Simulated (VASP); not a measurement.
# GaAs (F-43m) in VASP: relaxation of the atoms with PBE

Aim: the relaxation of the atoms of GaAs with PBE.

Program: VASP 6.6.1. These are calculated values, not measurements. Logs are shortened: lines on timing, memory, paths and dates and some standing lists are left out, and cuts for length are marked.

## 1. The cell of the first run

Symmetry: F-43m, No. 216, cubic system. Conventional cell: a = 5.538 Å, b = 5.538 Å, c = 5.538 Å, α = 90.00°, β = 90.00°, γ = 90.00°. Ga (site symmetry -43m) has 4 As at 2.40 Å within 3.2 Å. As (site symmetry -43m) has 4 Ga at 2.40 Å within 3.2 Å.

## 2. Relaxation of the atoms, PBE (volume scaled by 0.94)

Contents of INCAR:

```
SYSTEM = GaAs
  PREC = Accurate
  ENCUT = 520
  EDIFF = 1E-7
  ISMEAR = -1
  SIGMA = 0.02
  LREAL = .FALSE.
  LASPH = .TRUE.
  NELM = 60
  ALGO = Normal
  ISIF = 2
  LWAVE = .FALSE.
  LCHARG = .FALSE.
  GGA = PE
  IBRION = 2
  NSW = 80
  EDIFFG = -0.02
```

Contents of KPOINTS:

```
Automatic mesh
0
G
  13 13 13
  0 0 0
```

Contents of POSCAR:

```
GaAs
1.0
    0.0000000000      2.7691429914      2.7691429914
    2.7691429914      0.0000000000      2.7691429914
    2.7691429914      2.7691429914      0.0000000000
Ga As
1 1
Direct
    0.0000000000      0.0000000000      0.0000000000
    0.2500000000      0.2500000000      0.2500000000
```

Potentials or basis: VASP PAW PBE potentials, release 64 (Ga_d, As).

Started as:

```sh
$ cat potpaw_PBE.64/Ga_d/POTCAR potpaw_PBE.64/As/POTCAR > POTCAR
$ mpirun -np 1 vasp_std > vasp.out
```

OUTCAR:

```text
SYSTEM = GaAs
   PREC = Accurate
   ENCUT = 520
   EDIFF = 1E-7
   ISMEAR = -1
   LREAL = .FALSE.
   LASPH = .TRUE.
   NELM = 60
   ISIF = 2
   GGA = PE
   IBRION = 2
   NSW = 80
   EDIFFG = -0.02

 ion  position               nearest neighbor table
   1  0.000  0.000  0.000-   2 2.40   2 2.40   2 2.40   2 2.40
   2  0.250  0.250  0.250-   1 2.40   1 2.40   1 2.40   1 2.40

  LATTYP: Found a face centered cubic cell.
 ALAT       =     5.5382859828

  Lattice vectors:

 A1 = (   0.0000000000,   2.7691429914,   2.7691429914)
 A2 = (   2.7691429914,   0.0000000000,   2.7691429914)
 A3 = (   2.7691429914,   2.7691429914,   0.0000000000)

Analysis of symmetry for initial positions (statically):
=====================================================================
 Subroutine PRICEL returns:
 Original cell was already a primitive cell.

 Routine SETGRP: Setting up the symmetry group for a
 face centered cubic supercell.

 Subroutine GETGRP returns: Found 24 space group operations
 (whereof 24 operations were pure point group operations)
 out of a pool of 48 trial point group operations.

The static configuration has the point symmetry T_d .

Analysis of symmetry for dynamics (positions and initial velocities):
=====================================================================
 Subroutine PRICEL returns:
 Original cell was already a primitive cell.

 Routine SETGRP: Setting up the symmetry group for a
 face centered cubic supercell.

 Subroutine GETGRP returns: Found 24 space group operations
 (whereof 24 operations were pure point group operations)
 out of a pool of 48 trial point group operations.

The dynamic configuration has the point symmetry T_d .

 Subroutine INISYM returns: Found 24 space group operations
 (whereof 24 operations are pure point group operations),
 and found     1 'primitive' translations

----------------------------------------------------------------------------------------

                                     Primitive cell

  volume of cell :      42.4684

  direct lattice vectors                    reciprocal lattice vectors
     0.000000000  2.769142991  2.769142991    -0.180561279  0.180561279  0.180561279
     2.769142991  0.000000000  2.769142991     0.180561279 -0.180561279  0.180561279
     2.769142991  2.769142991  0.000000000     0.180561279  0.180561279 -0.180561279

  length of vectors
[... 92 lines left out ...]
   PSTRESS=    0.0 pullay stress
   NELECT =      18.0000    total number of electrons
   NUPDOWN=      -1.0000    fix difference up-down
   EMIN   =  10.00;   EMAX   =-10.00  energy-range for DOS
   EFERMI =   0.00;   METHOD = LEGACY
   ISMEAR =    -1;   SIGMA  =   0.02  broadening in eV -4-tet -1-fermi 0-gaus
   EFERMI_NEDOS =   21; number of points for ismear=-14 and -15
   IALGO  =     38    algorithm
   IMIX   =      4    mixing-type and parameters
     AMIX     =   0.40;   BMIX     =  1.00
     AMIX_MAG =   1.60;   BMIX_MAG =  1.00
  volume/ion in A,a.u.               =      21.23       143.30
  Fermi-wavevector in a.u.,A,eV,Ry     =   1.229731  2.323856 20.575267  1.512239
  Thomas-Fermi vector in A             =   2.364607
   LORBIT       =      0    0 simple, 1 ext, 2 COOP (PROOUT), +10 PAW based schemes
   GGA     = PE    functional components
   LHFCALC =     F    Hartree Fock is set to
   AEXX    =    0.0000 exact exchange contribution
   IVDW    =     0    specifies the selected vdW correction
   LEPSILON=     F    determine dielectric tensor
   LRPA    =     F    only Hartree local field effects (RPA)
 conjugate gradient relaxation of ions
 non-spin polarized calculation
  energy-cutoff  :      520.00
  volume of cell :       42.47
 maximum number of plane-waves:      1163
 NGX is ok and might be reduce to    30
   NGX = 15   NGY = 15   NGZ = 15

 number of electron      18.0000010 magnetization

 Free energy of the ion-electron system (eV)
  ---------------------------------------------------
  ext. energy  EPLUGINS =         0.00000000
  ---------------------------------------------------
  free energy    TOTEN  =        -8.14943541 eV

  energy without entropy =       -8.14943541  energy(sigma->0) =       -8.14943541

 E-fermi :   4.9342     XC(G=0):  -9.8698

 val. band max:        4.5331589383   @ k =   0.0000   0.0000   0.0000
 cond. band min:       5.5310080913   @ k =   0.0000   0.0000   0.0000
 fundamental gap:      0.9978491530
 Fermi energy:         4.9342096513

 k-point     1 :       0.0000    0.0000    0.0000
  band No.  band energies     occupation
      1     -10.3978      2.00000
      2     -10.3978      2.00000
      3     -10.3978      2.00000
      4     -10.3021      2.00000
      5     -10.3021      2.00000
      6      -8.6565      2.00000
      7       4.5332      2.00000
      8       4.5332      2.00000
      9       4.5332      2.00000
     10       5.5310      0.00000
     11       8.2730      0.00000
     12       8.2730      0.00000
     13       8.2730      0.00000
[... 354 lines left out ...]
  band No.  band energies     occupation
      1     -10.5012      2.00000
      2     -10.3704      2.00000
      3     -10.3657      2.00000
      4     -10.3075      2.00000
      5     -10.2952      2.00000
      6      -6.7279      2.00000
      7      -1.9259      2.00000
      8       1.9888      2.00000
      9       2.7808      2.00000
     10       6.9641      0.00000
     11       8.9755      0.00000
     12      10.3533      0.00000
     13      11.4256      0.00000

 [... further k-points ...]

------------------------ aborting loop because EDIFF is reached ----------------------------------------

  FORCE on cell =-STRESS in cart. coord.  units (eV):
  Direction    XX          YY          ZZ          XY          YZ          ZX
  --------------------------------------------------------------------------------------
  -------------------------------------------------------------------------------------
  Total        2.3639569      2.3639569      2.3639569      0.0000000      0.0000000     -0.0000000
  in kB       89.1833953     89.1833953     89.1833953      0.0000000      0.0000000     -0.0000000
  external PRESSURE =      89.1833953 kB  Pullay stress =       0.0000000 kB

 VOLUME and BASIS-vectors are now :
 -----------------------------------------------------------------------------
  energy-cutoff  :      520.00
  volume of cell :       42.47
      direct lattice vectors                 reciprocal lattice vectors
     0.000000000  2.769142991  2.769142991    -0.180561279  0.180561279  0.180561279
     2.769142991  0.000000000  2.769142991     0.180561279 -0.180561279  0.180561279
     2.769142991  2.769142991  0.000000000     0.180561279  0.180561279 -0.180561279

 POSITION                                       TOTAL-FORCE (eV/Angst)
 -----------------------------------------------------------------------------------
      0.00000      0.00000      0.00000        -0.000000     -0.000000     -0.000000
      1.38457      1.38457      1.38457         0.000000      0.000000      0.000000
 -----------------------------------------------------------------------------------
    total drift:                                0.000001      0.000001      0.000001

  FREE ENERGIE OF THE ION-ELECTRON SYSTEM (eV)
  ---------------------------------------------------
  free  energy   TOTEN  =        -8.1494354123 eV

  energy  without entropy=       -8.1494354123  energy(sigma->0) =       -8.14943541

 reached required accuracy - stopping structural energy minimisation
```

OSZICAR:

```text
N       E                     dE             d eps       ncg     rms          rms(c)
DAV:   1     0.807960346611E+02    0.80796E+02   -0.92099E+03  2216   0.195E+03
DAV:   2    -0.212465485276E+01   -0.82921E+02   -0.80020E+02  2384   0.328E+02
DAV:   3    -0.822167797859E+01   -0.60970E+01   -0.60178E+01  2714   0.749E+01
DAV:   4    -0.832056157692E+01   -0.98884E-01   -0.98842E-01  2537   0.105E+01
DAV:   5    -0.832221311115E+01   -0.16515E-02   -0.16514E-02  2670   0.120E+00    0.310E+00
DAV:   6    -0.817198366815E+01    0.15023E+00   -0.25826E-01  3369   0.104E+01    0.189E+00
DAV:   7    -0.814827112245E+01    0.23713E-01   -0.85264E-02  3031   0.246E+00    0.572E-01
DAV:   8    -0.814895358954E+01   -0.68247E-03   -0.11071E-02  2549   0.151E+00    0.129E-01
DAV:   9    -0.814933150998E+01   -0.37792E-03   -0.11133E-03  2608   0.454E-01    0.496E-02
DAV:  10    -0.814938826237E+01   -0.56752E-04   -0.83273E-05  2897   0.119E-01    0.272E-02
DAV:  11    -0.814943477720E+01   -0.46515E-04   -0.70436E-05  2339   0.713E-02    0.300E-03
DAV:  12    -0.814943514793E+01   -0.37073E-06   -0.12102E-06  2649   0.171E-02    0.140E-03
DAV:  13    -0.814943544465E+01   -0.29673E-06   -0.51456E-07  2405   0.618E-03    0.735E-04
DAV:  14    -0.814943541227E+01    0.32388E-07   -0.16400E-08  1512   0.178E-03
   1 F= -.81494354E+01 E0= -.81494354E+01  d E =-.814944E+01
```

Wall time 41 s (1 thread of Intel Xeon Platinum 8488C (Sapphire Rapids), shared host); peak memory 0.2 GiB.

Results:

- Free energy: -8.1494 eV
- Pressure after relaxing: 8.9 GPa
- Band gap on the k mesh: 1.00 eV, direct

Final structure:
```yaml
crystal:
  lattice:
    - [0.00000, 2.76914, 2.76914]
    - [2.76914, 0.00000, 2.76914]
    - [2.76914, 2.76914, 0.00000]
  atoms:
    - { symbol: Ga, position: [0.00000, 0.00000, 0.00000] }
    - { symbol: As, position: [0.25000, 0.25000, 0.25000] }
```

Caveat: the relaxation stopped at its first step, so nothing moved.
